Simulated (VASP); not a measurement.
The system is CdS (Hawleyite).

```
CELL_PARAMETERS angstrom
0.00000 2.85696 2.85696
2.85696 0.00000 2.85696
2.85696 2.85696 0.00000
ATOMIC_POSITIONS crystal
Cd 0.00000 0.00000 0.00000
S 0.75000 0.75000 0.75000
```

This cell differs from its parent crystal: volume scaled by 0.94.

Base run:

| Quantity | Value |
| --- | --- |
| Program | VASP 6.6.1 |
| Functional | PBEsol |
| Potentials or basis | VASP PAW PBE potentials, release 64 (Cd, S) |
| Cutoff | 520 eV |
| k mesh | 8 × 8 × 8 |
| Occupations | fermi-dirac, width 0.05 eV |
| Spin | no spin polarisation |

Its results: band gap on the k mesh 1.13 eV, direct; pressure 4.5 GPa.

Question: After a change of settings the same cell gave: band gap on the k mesh 1.67 eV, direct; pressure 5.8 GPa. Which change was it?
A. functional from PBEsol to r2SCAN; further incar settings from ALGO = Normal; EDIFF = 1e-07; NBANDS = 16 to ALGO = Normal; EDIFF = 1e-06; NBANDS = 16
B. functional from PBEsol to r2SCAN; dispersion from none to rVV10
C. functional from PBEsol to LDA; potentials or basis from VASP PAW PBE potentials, release 64 (Cd, S) to VASP PAW LDA potentials, release 64 (Cd, S)
D. functional from PBEsol to RPBE; further incar settings from ALGO = Normal; EDIFF = 1e-07; NBANDS = 16 to ALGO = Normal; EDIFF = 1e-06; NBANDS = 16

Answer: B.

Caveats: the PAW data sets were made with another functional, which shifts forces and pressure a little.
